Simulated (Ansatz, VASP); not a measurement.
## Rb5Na2S: VASP beside Ansatz

```xyz
8
Lattice="6.4318 0.0000 0.0000 -3.2159 5.5701 0.0000 0.0000 0.0000 11.9114" Properties=species:S:1:pos:R:3 pbc="T T T"
Rb    0.0000    3.7134    1.9390
Rb    3.2159    1.8567    1.9390
Rb    3.2159    1.8567    9.9724
Rb    0.0000    3.7134    9.9724
Rb    0.0000    0.0000    5.9557
Na    0.0000    3.7134    5.9557
Na    3.2159    1.8567    5.9557
S     0.0000    0.0000    0.0000
```

Alike in both runs: functional PBE; k mesh 6 × 6 × 4; occupations gaussian, width 0.1 eV; no spin polarisation.

Ansatz relaxed the structure, and its values are those at the end. VASP's run is a single point on that final structure, the one shown.

|  | VASP | Ansatz |
| --- | --- | --- |
| version | VASP 6.6.1 | Ansatz 0.2.0 |
| potentials or method | VASP PAW PBE potentials, release 64 (Rb_sv, Na_pv, S), cutoff 520 eV | scalar-relativistic, plane waves, PAW |
| valence electrons in the cell | 65 | 69 |

|  | VASP | Ansatz | Ansatz less VASP |
| --- | --- | --- | --- |
| gap on the k mesh at the Fermi level (eV) | none | none | - |
| pressure (GPa) | 0.0 | 0.0 | 0.00 |

A gap of «none» marks a metal or a gap that the smearing closes. VASP's potentials hold 65 valence electrons a cell and Ansatz's 69, so a difference there can come from the potentials and not from the codes.
